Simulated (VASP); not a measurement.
# TiAl3 (Cmcm) in VASP: a series of runs

The runs below take TiAl3 through single point, with r2SCAN.

Program: VASP 6.6.1. These are calculated values, not measurements. Logs are shortened: lines on timing, memory, paths and dates and some standing lists are left out, and cuts for length are marked.

## Step 1: The cell of the first run

It takes space group Cmcm (No. 63, orthorhombic). The conventional cell has a = 5.594 Å, b = 5.594 Å, c = 7.911 Å, α = 90.00°, β = 90.00°, γ = 90.00°. Ti (site symmetry m2m) has 12 Al at 2.78 to 2.81 Å within 3.7 Å. Al (site symmetry m2m) has 8 Al at 2.79 to 2.81 Å and 4 Ti at 2.79 to 2.80 Å within 3.7 Å. Within 3.7 Å of Al (site symmetry -1) lie 4 Ti at 2.78 to 2.81 Å and 8 Al at 2.79 to 2.81 Å.

## Step 2: Single point, r2SCAN (atoms displaced along a vibrational mode)

Input file POSCAR:

```
TiAl3
1.0
    3.9556712500      0.0000000000      0.0000000000
    0.0000000000      3.9556712500      0.0000000000
    0.0000000000      0.0000000000      7.9113425000
Ti Al
2 6
Direct
    0.0044689430      0.0044689430      0.0000000000
   -0.0044689430     -0.0044689430      0.5000000000
    0.5038850596      0.5038850596      0.0000000000
    0.4961149404      0.4961149404      0.5000000000
    0.5000000000      0.0000000000      0.2500000000
    0.5000000000      0.0000000000      0.7500000000
    0.0000000000      0.5000000000      0.2500000000
    0.0000000000      0.5000000000      0.7500000000
```

Input file INCAR.step1:

```
PREC = Accurate ; ENCUT = 520
ISMEAR = 0 ; SIGMA = 0.15
LREAL = F ; LASPH = T
NELM = 60 ; NBANDS = 31
GGA = PE ; ALGO = Normal
EDIFF = 1E-4 ; LWAVE = T
LCHARG = F
```

Input file INCAR.step2:

```
PREC = Accurate ; ENCUT = 520
EDIFF = 1E-6 ; ISMEAR = 0
SIGMA = 0.15 ; LREAL = F
LASPH = T ; NELM = 60
ALGO = Normal ; ISIF = 2
LWAVE = F ; LCHARG = F
METAGGA = R2SCAN ; LMIXTAU = T
NBANDS = 31 ; ISTART = 1
```

Input file KPOINTS:

```
regular mesh
0
Gamma
  12 12 6
```

Potentials or basis: VASP PAW PBE potentials, release 64 (Ti_sv, Al).

Launch:

```sh
> cat potpaw_PBE.64/Ti_sv/POTCAR potpaw_PBE.64/Al/POTCAR > POTCAR
> cp INCAR.step1 INCAR
> mpirun -np 1 vasp_std > vasp.out
> cp INCAR.step2 INCAR
> mpirun -np 1 vasp_std > vasp.out
```

OUTCAR:

```text
PREC = Accurate
   ENCUT = 520
   EDIFF = 1E-6
   ISMEAR = 0
   LREAL = F
   LASPH = T
   NELM = 60
   ISIF = 2
   METAGGA = R2SCAN
   ISTART = 1

 ion  position               nearest neighbor table
   1  0.004  0.004  0.000-   5 2.78   6 2.78   7 2.78   8 2.78   3 2.79   3 2.80   3 2.80   3 2.80
                             7 2.81   5 2.81   6 2.81   8 2.81
   2  0.996  0.996  0.500-   5 2.78   6 2.78   7 2.78   8 2.78   4 2.79   4 2.80   4 2.80   4 2.80
                             5 2.81   7 2.81   8 2.81   6 2.81
   3  0.504  0.504  0.000-   5 2.79   6 2.79   7 2.79   8 2.79   1 2.79   1 2.80   1 2.80   1 2.80
                             5 2.81   6 2.81   7 2.81   8 2.81
   4  0.496  0.496  0.500-   5 2.79   6 2.79   7 2.79   8 2.79   2 2.79   2 2.80   2 2.80   2 2.80
                             7 2.81   8 2.81   5 2.81   6 2.81
   5  0.500  0.000  0.250-   1 2.78   2 2.78   3 2.79   4 2.79   7 2.80   7 2.80   7 2.80   7 2.80
                             4 2.81   3 2.81   1 2.81   2 2.81
   6  0.500  0.000  0.750-   1 2.78   2 2.78   3 2.79   4 2.79   8 2.80   8 2.80   8 2.80   8 2.80
                             4 2.81   3 2.81   1 2.81   2 2.81
   7  0.000  0.500  0.250-   1 2.78   2 2.78   3 2.79   4 2.79   5 2.80   5 2.80   5 2.80   5 2.80
                             3 2.81   4 2.81   1 2.81   2 2.81
   8  0.000  0.500  0.750-   1 2.78   2 2.78   3 2.79   4 2.79   6 2.80   6 2.80   6 2.80   6 2.80
                             3 2.81   4 2.81   1 2.81   2 2.81

  LATTYP: Found a simple tetragonal cell.
 ALAT       =     3.9556712500
 C/A-ratio  =     2.0000000000

  Lattice vectors:

 A1 = (   3.9556712500,   0.0000000000,   0.0000000000)
 A2 = (   0.0000000000,   3.9556712500,   0.0000000000)
 A3 = (   0.0000000000,   0.0000000000,   7.9113425000)

Analysis of symmetry for initial positions (statically):
=====================================================================
 Subroutine PRICEL returns:
 Original cell was already a primitive cell.

 Routine SETGRP: Setting up the symmetry group for a
 simple tetragonal supercell.

 Subroutine GETGRP returns: Found  8 space group operations
 (whereof  4 operations were pure point group operations)
 out of a pool of 16 trial point group operations.

The static configuration has the point symmetry C_2v.
 The point group associated with its full space group is D_2h.

Analysis of symmetry for dynamics (positions and initial velocities):
=====================================================================
 Subroutine PRICEL returns:
 Original cell was already a primitive cell.

 Routine SETGRP: Setting up the symmetry group for a
 simple tetragonal supercell.

 Subroutine GETGRP returns: Found  8 space group operations
 (whereof  4 operations were pure point group operations)
 out of a pool of 16 trial point group operations.

The dynamic configuration has the point symmetry C_2v.
 The point group associated with its full space group is D_2h.

 Subroutine INISYM returns: Found  8 space group operations
 (whereof  4 operations are pure point group operations),
 and found     1 'primitive' translations

----------------------------------------------------------------------------------------

                                     Primitive cell

  volume of cell :     123.7914

  direct lattice vectors                    reciprocal lattice vectors
     3.955671250  0.000000000  0.000000000     0.252801595  0.000000000  0.000000000
     0.000000000  3.955671250  0.000000000     0.000000000  0.252801595  0.000000000
     0.000000000  0.000000000  7.911342500     0.000000000  0.000000000  0.126400797

  length of vectors
     3.955671250  3.955671250  7.911342500     0.252801595  0.252801595  0.126400797

  position of ions in fractional coordinates (direct lattice)
     0.004468943  0.004468943  0.000000000
     0.995531057  0.995531057  0.500000000
     0.503885060  0.503885060  0.000000000
     0.496114940  0.496114940  0.500000000
     0.500000000  0.000000000  0.250000000
     0.500000000  0.000000000  0.750000000
     0.000000000  0.500000000  0.250000000
     0.000000000  0.500000000  0.750000000

  ion indices of the primitive-cell ions
   primitive index   ion index
                 1           1
                 2           2
                 3           3
                 4           4
                 5           5
                 6           6
                 7           7
                 8           8

----------------------------------------------------------------------------------------

 KPOINTS: regular mesh

Automatic generation of k-mesh.
 Grid dimensions read from file:
 generate k-points for:   12   12    6

 Generating k-lattice:

  Cartesian coordinates                     Fractional coordinates (reciprocal lattice)
     0.021066800  0.000000000  0.000000000     0.083333333  0.000000000  0.000000000
     0.000000000  0.021066800  0.000000000     0.000000000  0.083333333  0.000000000
     0.000000000  0.000000000  0.021066800     0.000000000  0.000000000  0.166666667

  Length of vectors
     0.021066800  0.021066800  0.021066800

  Shift w.r.t. Gamma in fractional coordinates (k-lattice)
     0.000000000  0.000000000  0.000000000

 Subroutine IBZKPT returns following result:
 ===========================================

 Found    172 irreducible k-points:

 Following reciprocal coordinates:
            Coordinates               Weight
  0.000000  0.000000  0.000000      1.000000
  0.083333  0.000000  0.000000      4.000000
  0.166667  0.000000  0.000000      4.000000
  0.250000  0.000000  0.000000      4.000000
  0.333333  0.000000  0.000000      4.000000
  0.416667  0.000000  0.000000      4.000000
[... 16 lines left out ...]
  0.333333  0.166667  0.000000      4.000000
 -0.166667  0.333333  0.000000      4.000000
 [... further k-points ...]
   k-points           NKPTS =    172   k-points in BZ     NKDIM =    172   number of bands    NBANDS=     31
   number of dos      NEDOS =    301   number of ions     NIONS =      8
   total plane-waves  NPLWV =  54000
   dimension x,y,z NGX =    30 NGY =   30 NGZ =   60
   dimension x,y,z NGXF=    60 NGYF=   60 NGZF=  120
   ions per type =               2   6
   NGX,Y,Z   is equivalent  to a cutoff of  12.61, 12.61, 12.61 a.u.
   NGXF,Y,Z  is equivalent  to a cutoff of  25.22, 25.22, 25.22 a.u.
 SYSTEM =  unknown system
   PREC   = accura    normal or accurate (medium, high low for compatibility)
   ISTART =      1    job   : 0-new  1-cont  2-samecut
   ICHARG =      0    charge: 1-file 2-atom 10-const
   ISPIN  =      1    spin polarized calculation?
   LNONCOLLINEAR =      F non collinear calculations
   LSORBIT =      F    spin-orbit coupling
   LASPH  =      T    aspherical Exc in radial PAW
   ENCUT  =  520.0 eV  38.22 Ry    6.18 a.u.   7.35  7.35 14.71*2*pi/ulx,y,z
   NELM   =     60;   NELMIN=  2; NELMDL=  0     # of ELM steps
   EDIFF  = 0.1E-05   stopping-criterion for ELM
   LREAL  =      F    real-space projection
   EDIFFG = 0.1E-04   stopping-criterion for IOM
   NSW    =      0    number of steps for IOM
   IBRION =     -1    ionic relax: 0-MD 1-quasi-New 2-CG
   NFREE  =      0    steps in history (QN), initial steepest desc. (CG)
   ISIF   =      2    stress and relaxation
   ISYM   =      2    0-nonsym 1-usesym 2-fastsym
   POTIM  = 0.5000    time-step for ionic-motion
   TEBEG  =    0.0;   TEEND  =   0.0 temperature during run
   PSTRESS=    0.0 pullay stress
   NELECT =      42.0000    total number of electrons
   NUPDOWN=      -1.0000    fix difference up-down
   EMIN   =  10.00;   EMAX   =-10.00  energy-range for DOS
   EFERMI =   0.00;   METHOD = LEGACY
   ISMEAR =     0;   SIGMA  =   0.15  broadening in eV -4-tet -1-fermi 0-gaus
   EFERMI_NEDOS =   21; number of points for ismear=-14 and -15
   IALGO  =     38    algorithm
   IMIX   =      4    mixing-type and parameters
     AMIX     =   0.40;   BMIX     =  1.00
     AMIX_MAG =   1.60;   BMIX_MAG =  1.00
  volume/ion in A,a.u.               =      15.47       104.42
  Fermi-wavevector in a.u.,A,eV,Ry     =   1.141811  2.157711 17.738371  1.303733
  Thomas-Fermi vector in A             =   2.278511
   LORBIT       =      0    0 simple, 1 ext, 2 COOP (PROOUT), +10 PAW based schemes
   METAGGA = R2SCAN    functional components
   LHFCALC =     F    Hartree Fock is set to
   AEXX    =    0.0000 exact exchange contribution
   IVDW    =     0    specifies the selected vdW correction
   LEPSILON=     F    determine dielectric tensor
   LRPA    =     F    only Hartree local field effects (RPA)
 non-spin polarized calculation
 Gauss-broadening in eV      SIGMA  =   0.15
  energy-cutoff  :      520.00
  volume of cell :      123.79
 maximum number of plane-waves:      3397
 NGX is ok and might be reduce to    30
   NGX = 15   NGY = 15   NGZ = 29

 number of electron      41.9999996 magnetization

 Free energy of the ion-electron system (eV)
  ---------------------------------------------------
  ext. energy  EPLUGINS =         0.00000000
  ---------------------------------------------------
  free energy    TOTEN  =       -69.64807680 eV

  energy without entropy =      -69.59519987  energy(sigma->0) =      -69.62163833

 E-fermi :   9.1714     XC(G=0): -11.5906

 val. band max:        9.1704978038   @ k =   0.3333   0.0000   0.3333
 cond. band min:       9.1726497308   @ k =   0.1667   0.1667   0.1667
 fundamental gap:      0.0021519270
 Fermi energy:         9.1714203020

 k-point     1 :       0.0000    0.0000    0.0000
  band No.  band energies     occupation
      1     -50.1699      2.00000
      2     -50.1689      2.00000
      3     -25.4578      2.00000
      4     -25.4360      2.00000
      5     -25.4357      2.00000
      6     -25.4355      2.00000
[... 23 lines left out ...]
     30      12.4578      0.00000
     31      12.4607      0.00000
[... 751 lines left out ...]
      1     -50.1689      2.00000
      2     -50.1681      2.00000
      3     -25.4550      2.00000
      4     -25.4517      2.00000
      5     -25.4492      2.00000
      6     -25.4398      2.00000
[... 23 lines left out ...]
     30      11.9835      0.00000
     31      12.5283      0.00000

 [... further k-points ...]

------------------------ aborting loop because EDIFF is reached ----------------------------------------

  FORCE on cell =-STRESS in cart. coord.  units (eV):
  Direction    XX          YY          ZZ          XY          YZ          ZX
  --------------------------------------------------------------------------------------
  -------------------------------------------------------------------------------------
  Total       -0.0438607     -0.0438607     -0.0259890      0.0004064      0.0000000      0.0000000
  in kB       -0.5676694     -0.5676694     -0.3363647      0.0052597      0.0000000      0.0000000
  external PRESSURE =      -0.4905679 kB  Pullay stress =       0.0000000 kB

 VOLUME and BASIS-vectors are now :
 -----------------------------------------------------------------------------
  energy-cutoff  :      520.00
  volume of cell :      123.79
      direct lattice vectors                 reciprocal lattice vectors
     3.955671250  0.000000000  0.000000000     0.252801595  0.000000000  0.000000000
     0.000000000  3.955671250  0.000000000     0.000000000  0.252801595  0.000000000
     0.000000000  0.000000000  7.911342500     0.000000000  0.000000000  0.126400797

 POSITION                                       TOTAL-FORCE (eV/Angst)
 -----------------------------------------------------------------------------------
      0.01768      0.01768      0.00000        -0.112207     -0.112207     -0.000000
      3.93799      3.93799      3.95567         0.112207      0.112207     -0.000000
      1.99320      1.99320      0.00000        -0.053033     -0.053033     -0.000000
      1.96247      1.96247      3.95567         0.053033      0.053033     -0.000000
      1.97784      0.00000      1.97784         0.000000      0.000000     -0.000000
      1.97784      0.00000      5.93351         0.000000     -0.000000      0.000000
      0.00000      1.97784      1.97784         0.000000      0.000000     -0.000000
      0.00000      1.97784      5.93351        -0.000000      0.000000     -0.000000
 -----------------------------------------------------------------------------------
    total drift:                                0.000000     -0.000000      0.000000

  FREE ENERGIE OF THE ION-ELECTRON SYSTEM (eV)
  ---------------------------------------------------
  free  energy   TOTEN  =       -69.6480768023 eV

  energy  without entropy=      -69.5951998676  energy(sigma->0) =      -69.62163833
```

Run time: 42 min. Hardware: 1 thread of Oxide Virtual Turin-like, shared host; peak memory 0.59 GiB.

Results:

| Item | Value |
| --- | --- |
| Free energy | -69.6481 eV |
| Pressure | 0.0 GPa |
| Largest force | 0.159 eV/Å |
| Band gap on the k mesh | zero (bands 21 and 22 overlap by 3.18 eV) |

Forces on the atoms (eV/Å):
```
Ti  -0.112 -0.112  0.000
Ti   0.112  0.112  0.000
Al  -0.053 -0.053  0.000
Al   0.053  0.053  0.000
Al   0.000  0.000  0.000
Al   0.000  0.000  0.000
Al   0.000  0.000  0.000
Al   0.000  0.000  0.000
```

Levels at points of the mesh, in eV from the Fermi level:
| k point | band 18 | band 19 | band 20 | band 21 | band 22 | band 23 | band 24 | band 25 |
| --- | --- | --- | --- | --- | --- | --- | --- | --- |
| (0.00, 0.00, 0.00) | -2.40 | -2.29 | 0.12 | 0.13 | 0.13 | 0.40 | 0.61 | 0.67 |
| (0.50, 0.00, 0.00) | -1.38 | -1.38 | 0.40 | 0.63 | 0.67 | 0.67 | 0.91 | 1.08 |
| (0.50, 0.50, 0.00) | -3.88 | -3.88 | -1.38 | -1.38 | 0.21 | 0.63 | 1.08 | 1.09 |
| (0.00, 0.00, 0.50) | -2.42 | -0.97 | -0.97 | 0.26 | 0.26 | 0.29 | 0.29 | 0.29 |
| (0.50, 0.00, 0.50) | -2.04 | -0.88 | -0.88 | 0.43 | 0.43 | 0.80 | 0.80 | 1.26 |
| (0.50, 0.50, 0.50) | -2.60 | -2.56 | -2.56 | -2.55 | -2.55 | 1.07 | 1.07 | 1.43 |

Caveat: the cell differs from its parent crystal (atoms displaced along a vibrational mode); the PAW data sets were made with another functional, which shifts forces and pressure a little.

## Step 3: Single point, r2SCAN (atoms displaced along a vibrational mode)

Input file POSCAR:

```
TiAl3
1.0
    3.9556712500      0.0000000000      0.0000000000
    0.0000000000      3.9556712500      0.0000000000
    0.0000000000      0.0000000000      7.9113425000
Ti Al
2 6
Direct
    0.0089378861      0.0089378861      0.0000000000
   -0.0089378861     -0.0089378861      0.5000000000
    0.5077701192      0.5077701192      0.0000000000
    0.4922298808      0.4922298808      0.5000000000
    0.5000000000      0.0000000000      0.2500000000
    0.5000000000      0.0000000000      0.7500000000
    0.0000000000      0.5000000000      0.2500000000
    0.0000000000      0.5000000000      0.7500000000
```

Input file INCAR.step1:

```
ALGO = Normal
EDIFF = 1E-4
ENCUT = 520
GGA = PE
ISMEAR = 0
LASPH = True
LCHARG = False
LREAL = False
LWAVE = True
NBANDS = 31
NELM = 60
PREC = Accurate
SIGMA = 0.15
```

Input file INCAR.step2:

```
ALGO = Normal
EDIFF = 1E-6
ENCUT = 520
ISIF = 2
ISMEAR = 0
ISTART = 1
LASPH = True
LCHARG = True
LELF = True
LMIXTAU = True
LREAL = False
LVHAR = True
LWAVE = False
METAGGA = R2SCAN
NBANDS = 31
NELM = 60
PREC = Accurate
SIGMA = 0.15
```

Input file KPOINTS:

```
k-points
0
Gamma
  12 12 6
```

Potentials or basis: VASP PAW PBE potentials, release 64 (Ti_sv, Al).

Launch:

```sh
> cat potpaw_PBE.64/Ti_sv/POTCAR potpaw_PBE.64/Al/POTCAR > POTCAR
> cp INCAR.step1 INCAR
> mpirun -np 1 vasp_std > vasp.out
> cp INCAR.step2 INCAR
> mpirun -np 1 vasp_std > vasp.out
```

Run time: 43 min. Hardware: 1 thread of Oxide Virtual Turin-like, shared host; peak memory 0.59 GiB.

It converged, with:

```
Free energy            : -69.6314 eV
Pressure               : 0.0 GPa
Largest force          : 0.310 eV/Å
Band gap on the k mesh : zero (bands 21 and 22 overlap by 3.15 eV)
```

Forces on the atoms (eV/Å):
```
Ti  -0.219 -0.219  0.000
Ti   0.219  0.219  0.000
Al  -0.106 -0.106  0.000
Al   0.106  0.106  0.000
Al   0.000  0.000  0.000
Al   0.000  0.000  0.000
Al   0.000  0.000  0.000
Al   0.000  0.000  0.000
```

Stress tensor (GPa, compression positive):
```
-0.02  0.00  0.00
 0.00 -0.02  0.00
 0.00  0.00  0.08
```

Levels at points of the mesh, in eV from the Fermi level:
```csv
k point,band 18,band 19,band 20,band 21,band 22,band 23,band 24,band 25
"(0.00, 0.00, 0.00)",-2.39,-2.27,0.11,0.12,0.13,0.40,0.57,0.67
"(0.50, 0.00, 0.00)",-1.38,-1.37,0.39,0.63,0.65,0.68,0.92,1.09
"(0.50, 0.50, 0.00)",-3.88,-3.88,-1.38,-1.37,0.21,0.63,1.08,1.08
"(0.00, 0.00, 0.50)",-2.41,-0.97,-0.97,0.25,0.25,0.28,0.28,0.30
"(0.50, 0.00, 0.50)",-2.04,-0.88,-0.88,0.43,0.43,0.80,0.80,1.26
"(0.50, 0.50, 0.50)",-2.62,-2.56,-2.56,-2.53,-2.53,1.07,1.07,1.44
```

Caveat: the cell differs from its parent crystal (atoms displaced along a vibrational mode); the PAW data sets were made with another functional, which shifts forces and pressure a little.
